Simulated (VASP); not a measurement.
A run of VASP 6.6.1 is set up as follows.

Contents of INCAR:

```
PREC = Accurate ; ENCUT = 520
EDIFF = 1E-7 ; ISMEAR = -1
SIGMA = 0.05 ; LREAL = F
LASPH = T ; NELM = 100
ALGO = Normal ; ISIF = 2
LWAVE = F ; LCHARG = F
NBANDS = 21
```

KPOINTS

```
regular mesh
0
Gamma
  11 11 11
```

Contents of POSCAR:

```
Ge
1.0
   -2.4958980000      2.6508630000      1.4369470000
    2.4958980000     -2.6508630000      1.4369470000
    2.4958980000      2.6508630000     -1.4369470000
Ge
2
Direct
    0.3140570000      0.0640570000      0.2500000000
    0.6859430000      0.9359430000      0.7500000000
```

Potentials or basis: VASP PAW LDA potentials, release 64 (Ge_d).

The run is started by

```console
$ cat potpaw_LDA.64/Ge_d/POTCAR > POTCAR
$ mpirun -np 1 vasp_std > vasp.out
```

Task: Estimate the band gap on the k mesh.

Result: Zero (band 14 reaches 8.29 eV, above the bottom of band 15 at 3.16 eV).

Task: What does it give for the largest force?

Result: 0.069 eV/Å.

Stress tensor (GPa, compression positive):
```
-3.07  0.00  0.00
 0.00 -5.12  0.00
 0.00  0.00 -4.46
```
